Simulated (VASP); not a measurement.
Write the native input for VASP 6.6.1 that does the following.

| Quantity | Value |
| --- | --- |
| Task | single point |
| Functional | PBE |
| Potentials or basis | VASP PAW PBE potentials, release 64 (As) |
| Cutoff | 520 eV |
| k mesh | 15 × 15 × 15 |
| Occupations | fermi-dirac, width 0.1 eV |
| Spin | no spin polarisation |
| Dipole correction | no |
| Further INCAR settings | ALGO = Normal; EDIFF = 1e-06; NBANDS = 8 |

The structure of As lies in POSCAR:

```
As
1.0
   -1.7042577978      1.7042577978      1.7042577978
    1.7042577978     -1.7042577978      1.7042577978
    1.7042577978      1.7042577978     -1.7042577978
As
1
Direct
    0.0000000000      0.0000000000      0.0000000000
```

This cell differs from its parent crystal: volume scaled by 1.04.

The input as run:

INCAR

```
ALGO     = Normal         # electronic algorithm
EDIFF    = 1E-6           # SCF threshold, eV
ENCUT    = 520            # plane-wave cutoff, eV
GGA      = PE             # functional
ISIF     = 2              # what is computed and relaxed
ISMEAR   = -1             # smearing method
LASPH    = T              # aspherical terms in the spheres
LCHARG   = F              # write CHGCAR
LREAL    = F              # projectors in reciprocal space
LWAVE    = F              # write WAVECAR
NBANDS   = 8              # bands
NELM     = 100            # most SCF steps
PREC     = Accurate       # precision mode
SIGMA    = 0.1            # smearing width, eV
```

KPOINTS

```
k-points
0
Gamma
  15 15 15
```

Potentials or basis: VASP PAW PBE potentials, release 64 (As).

Command:

```bash
$ cat potpaw_PBE.64/As/POTCAR > POTCAR
$ mpirun -np 1 vasp_std > vasp.out
```

Results of the run:

* Pressure: -2.9 GPa

It took 5.6 s on 1 thread of Intel Xeon 6975P-C, on a shared host, peak memory 0.15 GiB.
